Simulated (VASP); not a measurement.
# PtSe2 (Fm-3m) in VASP: notebook

The runs below take PtSe2 through single point, with LDA, PBE.

All numbers are computed with VASP 6.6.1; they aren't measurements. Logs are shortened: lines on timing, memory, paths and dates and some standing lists are left out, and cuts for length are marked.

**1. The cell of the first run**

It takes space group Fm-3m (No. 225, cubic). The conventional cell has a = 6.262 Å, b = 6.262 Å, c = 6.262 Å, α = 90.00°, β = 90.00°, γ = 90.00°. Pt (site symmetry m-3m) has 8 Se at 2.71 Å within 3.6 Å. Se (site symmetry -43m) has 4 Pt at 2.71 Å and 6 Se at 3.13 Å within 3.6 Å.

**2. Single point, LDA**

INCAR reads:

```
  PREC = Accurate
  ENCUT = 500
  EDIFF = 1E-6
  ISMEAR = -1
  SIGMA = 0.02
  LREAL = False
  LASPH = True
  NELM = 120
  ALGO = Normal
  ISIF = 2
  LWAVE = False
  LCHARG = False
  NBANDS = 18
  GGA_COMPAT = False
```

KPOINTS reads:

```
regular mesh
0
Gamma
  4 4 4
```

POSCAR reads:

```
PtSe2
1.0
    0.0000000000      3.1308957809      3.1308957809
    3.1308957809      0.0000000000      3.1308957809
    3.1308957809      3.1308957809      0.0000000000
Pt Se
1 2
Direct
    0.0000000000      0.0000000000      0.0000000000
    0.2500000000      0.2500000000      0.2500000000
    0.7500000000      0.7500000000      0.7500000000
```

Potentials or basis: VASP PAW LDA potentials, release 64 (Pt, Se).

On the command line:

```bash
> cat potpaw_LDA.64/Pt/POTCAR potpaw_LDA.64/Se/POTCAR > POTCAR
> mpirun -np 1 vasp_std > vasp.out
```

OUTCAR:

```text
PREC = Accurate
   ENCUT = 500
   EDIFF = 1E-6
   ISMEAR = -1
   LREAL = False
   LASPH = True
   NELM = 120
   ISIF = 2

 ion  position               nearest neighbor table
   1  0.000  0.000  0.000-   3 2.71   3 2.71   3 2.71   2 2.71   3 2.71   2 2.71   2 2.71   2 2.71

   2  0.250  0.250  0.250-   1 2.71   1 2.71   1 2.71   1 2.71
   3  0.750  0.750  0.750-   1 2.71   1 2.71   1 2.71   1 2.71

  LATTYP: Found a face centered cubic cell.
 ALAT       =     6.2617915618

  Lattice vectors:

 A1 = (   0.0000000000,   3.1308957809,   3.1308957809)
 A2 = (   3.1308957809,   0.0000000000,   3.1308957809)
 A3 = (   3.1308957809,   3.1308957809,   0.0000000000)

Analysis of symmetry for initial positions (statically):
=====================================================================
 Subroutine PRICEL returns:
 Original cell was already a primitive cell.

 Routine SETGRP: Setting up the symmetry group for a
 face centered cubic supercell.

 Subroutine GETGRP returns: Found 48 space group operations
 (whereof 48 operations were pure point group operations)
 out of a pool of 48 trial point group operations.

The static configuration has the point symmetry O_h .

Analysis of symmetry for dynamics (positions and initial velocities):
=====================================================================
 Subroutine PRICEL returns:
 Original cell was already a primitive cell.

 Routine SETGRP: Setting up the symmetry group for a
 face centered cubic supercell.

 Subroutine GETGRP returns: Found 48 space group operations
 (whereof 48 operations were pure point group operations)
 out of a pool of 48 trial point group operations.

The dynamic configuration has the point symmetry O_h .

 Subroutine INISYM returns: Found 48 space group operations
 (whereof 48 operations are pure point group operations),
 and found     1 'primitive' translations

----------------------------------------------------------------------------------------

                                     Primitive cell

  volume of cell :      61.3813

  direct lattice vectors                    reciprocal lattice vectors
     0.000000000  3.130895781  3.130895781    -0.159698704  0.159698704  0.159698704
     3.130895781  0.000000000  3.130895781     0.159698704 -0.159698704  0.159698704
     3.130895781  3.130895781  0.000000000     0.159698704  0.159698704 -0.159698704

  length of vectors
     4.427755276  4.427755276  4.427755276     0.276606270  0.276606270  0.276606270

  position of ions in fractional coordinates (direct lattice)
     0.000000000  0.000000000  0.000000000
     0.250000000  0.250000000  0.250000000
     0.750000000  0.750000000  0.750000000

  ion indices of the primitive-cell ions
   primitive index   ion index
                 1           1
                 2           2
                 3           3

----------------------------------------------------------------------------------------

 KPOINTS: regular mesh

Automatic generation of k-mesh.
 Grid dimensions read from file:
 generate k-points for:    4    4    4

 Generating k-lattice:

  Cartesian coordinates                     Fractional coordinates (reciprocal lattice)
    -0.039924676  0.039924676  0.039924676     0.250000000  0.000000000  0.000000000
     0.039924676 -0.039924676  0.039924676     0.000000000  0.250000000  0.000000000
     0.039924676  0.039924676 -0.039924676     0.000000000  0.000000000  0.250000000

  Length of vectors
     0.069151568  0.069151568  0.069151568

  Shift w.r.t. Gamma in fractional coordinates (k-lattice)
     0.000000000  0.000000000  0.000000000

 Subroutine IBZKPT returns following result:
 ===========================================

 Found      8 irreducible k-points:

 Following reciprocal coordinates:
            Coordinates               Weight
  0.000000  0.000000  0.000000      1.000000
  0.250000  0.000000  0.000000      8.000000
  0.500000  0.000000  0.000000      4.000000
  0.250000  0.250000  0.000000      6.000000
  0.500000  0.250000  0.000000     24.000000
 -0.250000  0.250000  0.000000     12.000000
  0.500000  0.500000  0.000000      3.000000
 -0.250000  0.500000  0.250000      6.000000
   k-points           NKPTS =      8   k-points in BZ     NKDIM =      8   number of bands    NBANDS=     18
   number of dos      NEDOS =    301   number of ions     NIONS =      3
   total plane-waves  NPLWV =  32768
   dimension x,y,z NGX =    32 NGY =   32 NGZ =   32
   dimension x,y,z NGXF=    64 NGYF=   64 NGZF=   64
   ions per type =               1   2
   NGX,Y,Z   is equivalent  to a cutoff of  12.01, 12.01, 12.01 a.u.
   NGXF,Y,Z  is equivalent  to a cutoff of  24.03, 24.03, 24.03 a.u.
 SYSTEM =  unknown system
   PREC   = accura    normal or accurate (medium, high low for compatibility)
   ISTART =      0    job   : 0-new  1-cont  2-samecut
   ICHARG =      2    charge: 1-file 2-atom 10-const
   ISPIN  =      1    spin polarized calculation?
   LNONCOLLINEAR =      F non collinear calculations
   LSORBIT =      F    spin-orbit coupling
   LASPH  =      T    aspherical Exc in radial PAW
   ENCUT  =  500.0 eV  36.75 Ry    6.06 a.u.   8.07  8.07  8.07*2*pi/ulx,y,z
   NELM   =    120;   NELMIN=  2; NELMDL= -5     # of ELM steps
   EDIFF  = 0.1E-05   stopping-criterion for ELM
   LREAL  =      F    real-space projection
   EDIFFG = 0.1E-04   stopping-criterion for IOM
   NSW    =      0    number of steps for IOM
   IBRION =     -1    ionic relax: 0-MD 1-quasi-New 2-CG
   NFREE  =      0    steps in history (QN), initial steepest desc. (CG)
   ISIF   =      2    stress and relaxation
   ISYM   =      2    0-nonsym 1-usesym 2-fastsym
   POTIM  = 0.5000    time-step for ionic-motion
   TEBEG  =    0.0;   TEEND  =   0.0 temperature during run
   PSTRESS=    0.0 pullay stress
   NELECT =      22.0000    total number of electrons
   NUPDOWN=      -1.0000    fix difference up-down
   EMIN   =  10.00;   EMAX   =-10.00  energy-range for DOS
   EFERMI =   0.00;   METHOD = LEGACY
   ISMEAR =    -1;   SIGMA  =   0.02  broadening in eV -4-tet -1-fermi 0-gaus
   EFERMI_NEDOS =   21; number of points for ismear=-14 and -15
   IALGO  =     38    algorithm
   IMIX   =      4    mixing-type and parameters
     AMIX     =   0.40;   BMIX     =  1.00
     AMIX_MAG =   1.60;   BMIX_MAG =  1.00
  volume/ion in A,a.u.               =      20.46       138.07
  Fermi-wavevector in a.u.,A,eV,Ry     =   1.162886  2.197536 18.399209  1.352304
  Thomas-Fermi vector in A             =   2.299442
   LORBIT       =      0    0 simple, 1 ext, 2 COOP (PROOUT), +10 PAW based schemes
   GGA     = CA    functional components
   LHFCALC =     F    Hartree Fock is set to
   AEXX    =    0.0000 exact exchange contribution
   IVDW    =     0    specifies the selected vdW correction
   LEPSILON=     F    determine dielectric tensor
   LRPA    =     F    only Hartree local field effects (RPA)
 non-spin polarized calculation
  energy-cutoff  :      500.00
  volume of cell :       61.38
 maximum number of plane-waves:      1588
   NGX = 17   NGY = 17   NGZ = 17

 number of electron      22.0000002 magnetization

 Free energy of the ion-electron system (eV)
  ---------------------------------------------------
  ext. energy  EPLUGINS =         0.00000000
  ---------------------------------------------------
  free energy    TOTEN  =       -15.66980038 eV

  energy without entropy =      -15.65940128  energy(sigma->0) =      -15.66460083

 E-fermi :   6.9595     XC(G=0): -10.9167

 val. band max:        6.1350510292   @ k =   0.5000   0.2500   0.0000
 cond. band min:       6.9613887064   @ k =   0.2500   0.0000   0.0000
 fundamental gap:      0.8263376772
 Fermi energy:         6.9595115834

 k-point     1 :       0.0000    0.0000    0.0000
  band No.  band energies     occupation
      1      -9.2793      2.00000
      2      -5.3654      2.00000
      3       0.0600      2.00000
      4       0.0600      2.00000
      5       0.0600      2.00000
      6       2.9778      2.00000
[... 10 lines left out ...]
     17      10.0837      0.00000
     18      13.9459      0.00000

 k-point     2 :       0.2500    0.0000    0.0000
  band No.  band energies     occupation
      1      -8.7733      2.00000
      2      -6.1544      2.00000
      3       0.3844      2.00000
      4       0.3844      2.00000
      5       1.3909      2.00000
      6       2.7022      2.00000
[... 10 lines left out ...]
     17      12.5174      0.00000
     18      15.8427      0.00000

 k-point     3 :       0.5000    0.0000    0.0000
  band No.  band energies     occupation
      1      -7.6966      2.00000
      2      -7.3568      2.00000
      3       0.7548      2.00000
      4       0.7548      2.00000
      5       1.2278      2.00000
      6       3.1053      2.00000
[... 10 lines left out ...]
     17      13.9852      0.00000
     18      17.1266      0.00000

 k-point     4 :       0.2500    0.2500    0.0000
  band No.  band energies     occupation
      1      -8.6261      2.00000
      2      -6.2287      2.00000
      3       0.3569      2.00000
      4       0.3569      2.00000
      5       0.9476      2.00000
      6       2.0801      2.00000
[... 10 lines left out ...]
     17      13.3540      0.00000
     18      14.3170      0.00000

 k-point     5 :       0.5000    0.2500    0.0000
  band No.  band energies     occupation
      1      -7.7717      2.00000
      2      -7.0195      2.00000
      3      -0.3730      2.00000
      4       0.5831      2.00000
      5       0.8806      2.00000
      6       2.4506      2.00000
[... 10 lines left out ...]
     17      15.1597      0.00000
     18      15.5894      0.00000

 k-point     6 :      -0.2500    0.2500    0.0000
  band No.  band energies     occupation
      1      -8.0636      2.00000
      2      -6.8374      2.00000
      3       0.0063      2.00000
      4       0.8846      2.00000
      5       1.0972      2.00000
      6       1.8036      2.00000
[... 10 lines left out ...]
     17      14.7308      0.00000
     18      15.1192      0.00000

 k-point     7 :       0.5000    0.5000    0.0000
  band No.  band energies     occupation
      1      -7.7059      2.00000
      2      -6.8332      2.00000
      3      -1.4084      2.00000
      4       1.0795      2.00000
      5       1.0795      2.00000
      6       2.2034      2.00000
[... 10 lines left out ...]
     17      15.2266      0.00000
     18      16.3243      0.00000

 k-point     8 :      -0.2500    0.5000    0.2500
  band No.  band energies     occupation
      1      -7.3121      2.00000
      2      -7.3121      2.00000
      3      -0.9045      2.00000
      4      -0.0764      2.00000
      5       1.8642      2.00000
      6       1.8642      2.00000
[... 10 lines left out ...]
     17      14.5445      0.00000
     18      17.7312      0.00000

------------------------ aborting loop because EDIFF is reached ----------------------------------------

  FORCE on cell =-STRESS in cart. coord.  units (eV):
  Direction    XX          YY          ZZ          XY          YZ          ZX
  --------------------------------------------------------------------------------------
  -------------------------------------------------------------------------------------
  Total       -2.0769104     -2.0769104     -2.0769104      0.0000000     -0.0000000      0.0000000
  in kB      -54.2116367    -54.2116367    -54.2116367      0.0000000     -0.0000000      0.0000000
  external PRESSURE =     -54.2116367 kB  Pullay stress =       0.0000000 kB

 VOLUME and BASIS-vectors are now :
 -----------------------------------------------------------------------------
  energy-cutoff  :      500.00
  volume of cell :       61.38
      direct lattice vectors                 reciprocal lattice vectors
     0.000000000  3.130895781  3.130895781    -0.159698704  0.159698704  0.159698704
     3.130895781  0.000000000  3.130895781     0.159698704 -0.159698704  0.159698704
     3.130895781  3.130895781  0.000000000     0.159698704  0.159698704 -0.159698704

 POSITION                                       TOTAL-FORCE (eV/Angst)
 -----------------------------------------------------------------------------------
      0.00000      0.00000      0.00000        -0.000000      0.000000     -0.000000
      1.56545      1.56545      1.56545        -0.000000     -0.000000     -0.000000
      4.69634      4.69634      4.69634         0.000000      0.000000      0.000000
 -----------------------------------------------------------------------------------
    total drift:                                0.000000     -0.000000      0.000000

  FREE ENERGIE OF THE ION-ELECTRON SYSTEM (eV)
  ---------------------------------------------------
  free  energy   TOTEN  =       -15.6698003763 eV

  energy  without entropy=      -15.6594012843  energy(sigma->0) =      -15.66460083
```

Run time: 16 s. Hardware: 1 thread of Intel Xeon 8259CL, shared host; peak memory 0.15 GiB.

Results:

- Free energy: -15.6698 eV
- Pressure: -5.4 GPa
- Band gap on the k mesh: zero (band 11 reaches 7.36 eV, above the bottom of band 12 at 6.96 eV)

Caveat: the k points lie up to 0.43 Å⁻¹ apart; spin-orbit coupling is left out, which moves the levels of the heavy elements.

**3. Single point, LDA**

Edit INCAR of step 2 so:

```diff
@@ -12,2 +12,3 @@
   LCHARG = False
+  GGA = CA
   NBANDS = 18
```

KPOINTS is that of step 2.

POSCAR is that of step 2.

Potentials or basis: VASP PAW LDA potentials, release 64 (Pt, Se).

On the command line:

```bash
> cat potpaw_LDA.64/Pt/POTCAR potpaw_LDA.64/Se/POTCAR > POTCAR
> mpirun -np 1 vasp_std > vasp.out
```

Run time: 14 s. Hardware: 1 thread of Intel Xeon 8259CL, shared host; peak memory 0.15 GiB.

It converged, with:

```
Free energy            : -15.6698 eV
Pressure               : -5.4 GPa
Band gap on the k mesh : zero (band 11 reaches 7.36 eV, above the bottom of band 12 at 6.96 eV)
```

Levels at points of the mesh, in eV from the Fermi level:
| k point | band 8 | band 9 | band 10 | band 11 | band 12 | band 13 | band 14 | band 15 |
| --- | --- | --- | --- | --- | --- | --- | --- | --- |
| (0.00, 0.00, 0.00) | -1.39 | -1.39 | -1.39 | 0.01 | 0.01 | 0.01 | 1.44 | 3.12 |
| (0.50, 0.00, 0.00) | -3.85 | -3.84 | -3.84 | -2.62 | 0.14 | 0.14 | 4.27 | 5.97 |
| (0.50, 0.50, 0.00) | -3.93 | -3.64 | -2.78 | 0.40 | 1.24 | 1.24 | 1.65 | 6.16 |

Caveat: the k points lie up to 0.43 Å⁻¹ apart; spin-orbit coupling is left out, which moves the levels of the heavy elements.

(Continued in part 2 of 2.)
